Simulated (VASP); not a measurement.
# CoO (Fm-3m) in VASP: single point with PBE+U

Aim: the single point of CoO with PBE+U.

All numbers are computed with VASP 6.6.1; they aren't measurements. Logs are shortened: lines on timing, memory, paths and dates and some standing lists are left out, and cuts for length are marked.

**1. The cell of the first run**

The structure is cubic, space group Fm-3m (No. 225). The conventional cell has a = 4.260 Å, b = 4.260 Å, c = 4.260 Å, α = 90.00°, β = 90.00°, γ = 90.00°. Within 2.8 Å of Co (site symmetry m-3m) lie 6 O at 2.13 Å. O (site symmetry m-3m) has 6 Co at 2.13 Å within 2.8 Å.

**2. Single point, PBE+U, collinear spin, ferromagnetic start**

Contents of INCAR:

```
PREC = Accurate
ENCUT = 600
EDIFF = 1E-6
ISMEAR = -1
SIGMA = 0.05
LREAL = F
LASPH = T
NELM = 200
ALGO = Normal
ISIF = 2
LWAVE = F
LCHARG = F
ISPIN = 2
MAGMOM = 3 0
LORBIT = 11
LMAXMIX = 4
LDAU = T
LDAUTYPE = 2
LDAUL = 2 -1
LDAUU = 4 0
LDAUJ = 0 0
LDAUPRINT = 1
GGA = PE
NBANDS = 18
GGA_COMPAT = F
```

Contents of KPOINTS:

```
Automatic mesh
0
Gamma
  4 4 4
```

Contents of POSCAR:

```
CoO
1.0
    0.0000000000      2.1300000000      2.1300000000
    2.1300000000      0.0000000000      2.1300000000
    2.1300000000      2.1300000000      0.0000000000
Co O
1 1
Direct
    0.0000000000      0.0000000000      0.0000000000
    0.5000000000      0.5000000000      0.5000000000
```

Potentials or basis: VASP PAW PBE potentials, release 64 (Co, O).

Run with:

```
cat potpaw_PBE.64/Co/POTCAR potpaw_PBE.64/O/POTCAR > POTCAR
mpirun -np 1 vasp_std > vasp.out
```

OUTCAR:

```text
PREC = Accurate
   ENCUT = 600
   EDIFF = 1E-6
   ISMEAR = -1
   LREAL = F
   LASPH = T
   NELM = 200
   ISIF = 2
   ISPIN = 2
   LORBIT = 11
   GGA = PE

 ion  position               nearest neighbor table
   1  0.000  0.000  0.000-   2 2.13   2 2.13   2 2.13   2 2.13   2 2.13   2 2.13
   2  0.500  0.500  0.500-   1 2.13   1 2.13   1 2.13   1 2.13   1 2.13   1 2.13

  LATTYP: Found a face centered cubic cell.
 ALAT       =     4.2600000000

  Lattice vectors:

 A1 = (   0.0000000000,   2.1300000000,   2.1300000000)
 A2 = (   2.1300000000,   0.0000000000,   2.1300000000)
 A3 = (   2.1300000000,   2.1300000000,   0.0000000000)

Analysis of symmetry for initial positions (statically):
=====================================================================
 Subroutine PRICEL returns:
 Original cell was already a primitive cell.

 Routine SETGRP: Setting up the symmetry group for a
 face centered cubic supercell.

 Subroutine GETGRP returns: Found 48 space group operations
 (whereof 48 operations were pure point group operations)
 out of a pool of 48 trial point group operations.

The static configuration has the point symmetry O_h .

Analysis of symmetry for dynamics (positions and initial velocities):
=====================================================================
 Subroutine PRICEL returns:
 Original cell was already a primitive cell.

 Routine SETGRP: Setting up the symmetry group for a
 face centered cubic supercell.

 Subroutine GETGRP returns: Found 48 space group operations
 (whereof 48 operations were pure point group operations)
 out of a pool of 48 trial point group operations.

The dynamic configuration has the point symmetry O_h .

Analysis of structural, dynamic, and magnetic symmetry:
=====================================================================
 Subroutine PRICEL returns:
 Original cell was already a primitive cell.

 Routine SETGRP: Setting up the symmetry group for a
 face centered cubic supercell.

 Subroutine GETGRP returns: Found 48 space group operations
 (whereof 48 operations were pure point group operations)
 out of a pool of 48 trial point group operations.

The overall configuration has the point symmetry O_h .

 Subroutine INISYM returns: Found 48 space group operations
 (whereof 48 operations are pure point group operations),
 and found     1 'primitive' translations

----------------------------------------------------------------------------------------

                                     Primitive cell

  volume of cell :      19.3272

  direct lattice vectors                    reciprocal lattice vectors
     0.000000000  2.130000000  2.130000000    -0.234741784  0.234741784  0.234741784
     2.130000000  0.000000000  2.130000000     0.234741784 -0.234741784  0.234741784
     2.130000000  2.130000000  0.000000000     0.234741784  0.234741784 -0.234741784

  length of vectors
     3.012274888  3.012274888  3.012274888     0.406584697  0.406584697  0.406584697

  position of ions in fractional coordinates (direct lattice)
     0.000000000  0.000000000  0.000000000
     0.500000000  0.500000000  0.500000000

  ion indices of the primitive-cell ions
   primitive index   ion index
                 1           1
                 2           2

----------------------------------------------------------------------------------------

 KPOINTS: Automatic mesh

Automatic generation of k-mesh.
 Grid dimensions read from file:
 generate k-points for:    4    4    4

 Generating k-lattice:

[... 53 lines left out ...]
   TEBEG  =    0.0;   TEEND  =   0.0 temperature during run
   PSTRESS=    0.0 pullay stress
   NELECT =      15.0000    total number of electrons
   NUPDOWN=      -1.0000    fix difference up-down
   EMIN   =  10.00;   EMAX   =-10.00  energy-range for DOS
   EFERMI =   0.00;   METHOD = LEGACY
   ISMEAR =    -1;   SIGMA  =   0.05  broadening in eV -4-tet -1-fermi 0-gaus
   EFERMI_NEDOS =   21; number of points for ismear=-14 and -15
   IALGO  =     38    algorithm
   IMIX   =      4    mixing-type and parameters
     AMIX     =   0.40;   BMIX     =  1.00
     AMIX_MAG =   1.60;   BMIX_MAG =  1.00
  volume/ion in A,a.u.               =       9.66        65.21
  Fermi-wavevector in a.u.,A,eV,Ry     =   1.504466  2.843028 30.795662  2.263417
  Thomas-Fermi vector in A             =   2.615442
   LORBIT       =     11    0 simple, 1 ext, 2 COOP (PROOUT), +10 PAW based schemes
 LDA+U is selected, type is set to LDAUTYPE =  2
   angular momentum for each species LDAUL =     2   -1
   U (eV)           for each species LDAUU =   4.0  0.0
   J (eV)           for each species LDAUJ =   0.0  0.0
   GGA     = PE    functional components
   LHFCALC =     F    Hartree Fock is set to
   AEXX    =    0.0000 exact exchange contribution
   IVDW    =     0    specifies the selected vdW correction
   LEPSILON=     F    determine dielectric tensor
   LRPA    =     F    only Hartree local field effects (RPA)
 spin polarized calculation
  energy-cutoff  :      600.00
  volume of cell :       19.33
 maximum number of plane-waves:       649
   NGX = 13   NGY = 13   NGZ = 13

atom =   1  type =  1  l = 2

 onsite density matrix

spin component  1

  0.9701 -0.0000  0.0000  0.0000 -0.0000
 -0.0000  0.9701  0.0000  0.0000 -0.0000
  0.0000  0.0000  1.0146  0.0000 -0.0000
  0.0000  0.0000  0.0000  0.9701  0.0000
 -0.0000 -0.0000 -0.0000  0.0000  1.0146

spin component  2

  0.6618 -0.0000 -0.0000 -0.0000 -0.0000
 -0.0000  0.6618 -0.0000 -0.0000  0.0000
 -0.0000 -0.0000  0.1262 -0.0000  0.0000
 -0.0000 -0.0000 -0.0000  0.6618 -0.0000
 -0.0000  0.0000  0.0000 -0.0000  0.1262

 occupancies and eigenvectors

  o =  0.1262  v =  0.0000  0.0000  0.0000  0.0000  0.0000  0.0000 -0.0000  1.0000 -0.0000 -0.0041      0.0000  0.0000  0.0000  0.0000  0.0000  0.0000  0.0000  0.0000  0.0000  0.0000
  o =  0.1262  v =  0.0000  0.0000  0.0000  0.0000  0.0000  0.0000 -0.0000  0.0041  0.0000  1.0000      0.0000  0.0000  0.0000  0.0000  0.0000  0.0000  0.0000  0.0000  0.0000  0.0000
  o =  0.6618  v =  0.0000  0.0000  0.0000  0.0000  0.0000  0.0000 -0.2422  0.0000  0.9702 -0.0000      0.0000  0.0000  0.0000  0.0000  0.0000  0.0000  0.0000  0.0000  0.0000  0.0000
  o =  0.6618  v =  0.0000  0.0000  0.0000  0.0000  0.0000  1.0000  0.0000  0.0000  0.0000  0.0000      0.0000  0.0000  0.0000  0.0000  0.0000  0.0000  0.0000  0.0000  0.0000  0.0000
  o =  0.6618  v =  0.0000  0.0000  0.0000  0.0000  0.0000  0.0000  0.9702  0.0000  0.2422  0.0000      0.0000  0.0000  0.0000  0.0000  0.0000  0.0000  0.0000  0.0000  0.0000  0.0000
  o =  0.9701  v =  0.0000  0.9931  0.0000 -0.1173  0.0000  0.0000  0.0000  0.0000  0.0000  0.0000      0.0000  0.0000  0.0000  0.0000  0.0000  0.0000  0.0000  0.0000  0.0000  0.0000
  o =  0.9701  v =  0.0000  0.1173 -0.0000  0.9931  0.0000  0.0000  0.0000  0.0000  0.0000  0.0000      0.0000  0.0000  0.0000  0.0000  0.0000  0.0000  0.0000  0.0000  0.0000  0.0000
  o =  0.9701  v =  1.0000  0.0000  0.0000  0.0000  0.0000  0.0000  0.0000  0.0000  0.0000  0.0000      0.0000  0.0000  0.0000  0.0000  0.0000  0.0000  0.0000  0.0000  0.0000  0.0000
  o =  1.0146  v =  0.0000  0.0000 -0.0029  0.0000 -1.0000  0.0000  0.0000  0.0000  0.0000  0.0000      0.0000  0.0000  0.0000  0.0000  0.0000  0.0000  0.0000  0.0000  0.0000  0.0000
  o =  1.0146  v =  0.0000  0.0000 -1.0000 -0.0000  0.0029  0.0000  0.0000  0.0000  0.0000  0.0000      0.0000  0.0000  0.0000  0.0000  0.0000  0.0000  0.0000  0.0000  0.0000  0.0000

 number of electron      15.0000007 magnetization       2.9947063

 Free energy of the ion-electron system (eV)
  ---------------------------------------------------
  ext. energy  EPLUGINS =         0.00000000
  ---------------------------------------------------
  free energy    TOTEN  =       -10.98178533 eV

  energy without entropy =      -10.93762628  energy(sigma->0) =      -10.95970581

 E-fermi :   7.2918     XC(G=0): -12.3813

 val. band max:        7.2770293593   @ k =  -0.2500   0.2500   0.0000
 cond. band min:       7.3060635273   @ k =   0.2500   0.2500   0.0000
 fundamental gap:      0.0290341679
 Fermi energy:         7.2918491279

 spin component 1

 k-point     1 :       0.0000    0.0000    0.0000
  band No.  band energies     occupation
      1     -12.1224      1.00000
      2       2.4343      1.00000
      3       2.4343      1.00000
      4       2.9416      1.00000
      5       2.9417      1.00000
      6       2.9417      1.00000
[... 144 lines left out ...]
      4       1.4401      1.00000
      5       3.2073      1.00000
      6       3.8468      1.00000
[... 10 lines left out ...]
     17      36.8899      0.00000
     18      39.2820      0.00000
 Fermi energy:         7.2918491279

 spin component 2

 k-point     1 :       0.0000    0.0000    0.0000
  band No.  band energies     occupation
      1     -11.6873      1.00000
      2       5.4619      1.00000
      3       5.4619      1.00000
      4       5.4619      1.00000
      5       6.1387      1.00000
      6       6.1387      1.00000
[... 145 lines left out ...]
      5       6.9336      0.99923
      6       6.9336      0.99923
[... 10 lines left out ...]
     17      38.9981      0.00000
     18      39.3142      0.00000

------------------------ aborting loop because EDIFF is reached ----------------------------------------

  FORCE on cell =-STRESS in cart. coord.  units (eV):
  Direction    XX          YY          ZZ          XY          YZ          ZX
  --------------------------------------------------------------------------------------
  -------------------------------------------------------------------------------------
  Total       -0.2314548     -0.2314548     -0.2314548      0.0000000      0.0000000      0.0000000
  in kB      -19.1870430    -19.1870430    -19.1870430      0.0000000      0.0000000      0.0000000
  external PRESSURE =     -19.1870430 kB  Pullay stress =       0.0000000 kB

 VOLUME and BASIS-vectors are now :
 -----------------------------------------------------------------------------
  energy-cutoff  :      600.00
  volume of cell :       19.33
      direct lattice vectors                 reciprocal lattice vectors
     0.000000000  2.130000000  2.130000000    -0.234741784  0.234741784  0.234741784
     2.130000000  0.000000000  2.130000000     0.234741784 -0.234741784  0.234741784
     2.130000000  2.130000000  0.000000000     0.234741784  0.234741784 -0.234741784

 POSITION                                       TOTAL-FORCE (eV/Angst)
 -----------------------------------------------------------------------------------
      0.00000      0.00000      0.00000         0.000000      0.000000      0.000000
      2.13000      2.13000      2.13000        -0.000000     -0.000000     -0.000000
 -----------------------------------------------------------------------------------
    total drift:                                0.000000     -0.000000     -0.000000

  FREE ENERGIE OF THE ION-ELECTRON SYSTEM (eV)
  ---------------------------------------------------
  free  energy   TOTEN  =       -10.9817853339 eV

  energy  without entropy=      -10.9376262785  energy(sigma->0) =      -10.95970581

 total charge

# of ion       s       p       d       tot
------------------------------------------
    1        0.295   0.361   7.152   7.808
    2        1.548   3.451   0.000   4.999
--------------------------------------------------
tot          1.843   3.812   7.152  12.808

 magnetization (x)

# of ion       s       p       d       tot
------------------------------------------
    1        0.020   0.017   2.700   2.737
    2        0.021   0.233   0.000   0.254
--------------------------------------------------
tot          0.041   0.249   2.700   2.991
```

Wall time 21 s (1 thread of AMD EPYC 7R13, shared host); peak memory 0.12 GiB.

Results:

```yaml
Free_energy: -10.9818 eV
Pressure: -1.9 GPa
Band_gap_on_the_k_mesh: zero (filled and empty bands overlap)
Net_moment: 2.99 μB per cell
Site_moments: Co +2.74; O +0.25 μB
Valence_electrons_inside_the_program's_atomic_spheres: Co 7.81; O 5.00
```

Eigenvalues of the final occupation matrices:
| site | spin | trace | eigenvalues |
| --- | --- | --- | --- |
| site 1 d | 1 | 4.94 | 0.97 0.97 0.97 1.01 1.01 |
| site 1 d | 2 | 2.24 | 0.13 0.13 0.66 0.66 0.66 |

Caveat: the k points lie up to 0.64 Å⁻¹ apart; a cell with one magnetic atom can't hold antiferromagnetic order, which such compounds often take.
